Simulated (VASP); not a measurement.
# TaSiF (P4mm) in VASP: a series of runs, part 2 of 2

VASP 6.6.1. The steps go on from the part before.

## (3) Single point, PBE

INCAR

```
SYSTEM = TaSiF
ALGO     = Normal         ! electronic algorithm
EDIFF    = 1E-6           ! SCF threshold, eV
ENCUT    = 600            ! plane-wave cutoff, eV
GGA      = PE             ! functional
GGA_COMPAT= .False.      
ISIF     = 2              ! what is computed and relaxed
ISMEAR   = 0              ! smearing method
LASPH    = .True.         ! aspherical terms in the spheres
LCHARG   = .False.        ! write CHGCAR
LREAL    = .False.        ! projectors in reciprocal space
LWAVE    = .False.        ! write WAVECAR
NBANDS   = 19             ! bands
NELM     = 120            ! most SCF steps
PREC     = Accurate       ! precision mode
SIGMA    = 0.1            ! smearing width, eV
```

KPOINTS

```
k-points
0
Gamma
  4 4 6
  0 0 0
```

POSCAR

```
TaSiF
1.0
    4.0871685300      0.0000000000      0.0000000000
    0.0000000000      4.0871685300      0.0000000000
    0.0000000000      0.0000000000      2.9025694700
Ta Si F
1 1 1
Direct
    0.5000000000      0.5000000000      0.0877364800
    0.0000000000      0.0000000000      0.1107625800
    0.5000000000      0.5000000000      0.6019651300
```

Potentials or basis: VASP PAW PBE potentials, release 64 (Ta_sv_GW, Si, F).

Run with:

```sh
cat potpaw_PBE.64/Ta_sv_GW/POTCAR potpaw_PBE.64/Si/POTCAR potpaw_PBE.64/F/POTCAR > POTCAR
mpirun -np 1 vasp_std > vasp.out
```

OUTCAR:

```text
SYSTEM = TaSiF
   EDIFF = 1E-6
   ENCUT = 600
   GGA = PE
   ISIF = 2
   ISMEAR = 0
   LASPH = .True.
   LREAL = .False.
   NELM = 120
   PREC = Accurate

 ion  position               nearest neighbor table
   1  0.500  0.500  0.088-   3 1.41   3 1.49   2 2.89   2 2.89   2 2.89   2 2.89
   2  0.000  0.000  0.111-   1 2.89   1 2.89   1 2.89   1 2.89
   3  0.500  0.500  0.602-   1 1.41   1 1.49

  LATTYP: Found a simple tetragonal cell.
[... 721 lines left out ...]

  FORCE on cell =-STRESS in cart. coord.  units (eV):
  Direction    XX          YY          ZZ          XY          YZ          ZX
  --------------------------------------------------------------------------------------
  -------------------------------------------------------------------------------------
  Total       -5.8778323     -5.8778323    157.0242491      0.0000000      0.0000000     -0.0000000
  in kB     -194.2227330   -194.2227330   5188.5928556      0.0000000      0.0000000     -0.0000000
  external PRESSURE =    1600.0491299 kB  Pullay stress =       0.0000000 kB

 VOLUME and BASIS-vectors are now :
 -----------------------------------------------------------------------------
  energy-cutoff  :      600.00
  volume of cell :       48.49
      direct lattice vectors                 reciprocal lattice vectors
     4.087168530  0.000000000  0.000000000     0.244668159  0.000000000  0.000000000
     0.000000000  4.087168530  0.000000000     0.000000000  0.244668159  0.000000000
     0.000000000  0.000000000  2.902569470     0.000000000  0.000000000  0.344522331

 POSITION                                       TOTAL-FORCE (eV/Angst)
 -----------------------------------------------------------------------------------
      2.04358      2.04358      0.25466        -0.000000     -0.000000     15.358870
      0.00000      0.00000      0.32150         0.000000     -0.000000     -0.069635
      2.04358      2.04358      1.74725        -0.000000      0.000000    -15.289235
 -----------------------------------------------------------------------------------
    total drift:                                0.000000      0.000000     -0.000973

  FREE ENERGIE OF THE ION-ELECTRON SYSTEM (eV)
  ---------------------------------------------------
  free  energy   TOTEN  =        -4.5474530689 eV

  energy  without entropy=       -4.5381244889  energy(sigma->0) =       -4.54278878
```

stdout:

```text
POSCAR found type information on POSCAR TaSiF
 POSCAR found :  3 types and       3 ions
 scaLAPACK will be used
 LDA part: xc-table for (Slater+PW92), standard interpolation
 POSCAR, INCAR and KPOINTS ok, starting setup
 FFT: planning ... GRIDC
 FFT: planning ... GRID_SOFT
 FFT: planning ... GRID
 WAVECAR not read
 entering main loop
```

Run time: 11 s. Hardware: 1 thread of Intel Xeon 6975P-C (Granite Rapids), shared host; peak memory 0.2 GiB.

What came out:

* Free energy: -4.5475 eV
* Pressure: 160.0 GPa
* Largest force: 15.359 eV/Å
* Band gap on the k mesh: zero (band 12 reaches 8.34 eV, above the bottom of band 13 at 7.36 eV)

Forces on the atoms (eV/Å):
```
Ta    0.000   0.000  15.359
Si    0.000   0.000  -0.070
F     0.000   0.000 -15.289
```

Caveat: the k points lie up to 0.38 Å⁻¹ apart; spin-orbit coupling is left out, which moves the levels of the heavy elements; forces of over 1 eV/Å act on the atoms, so gaps and moduli don't describe the material at rest.
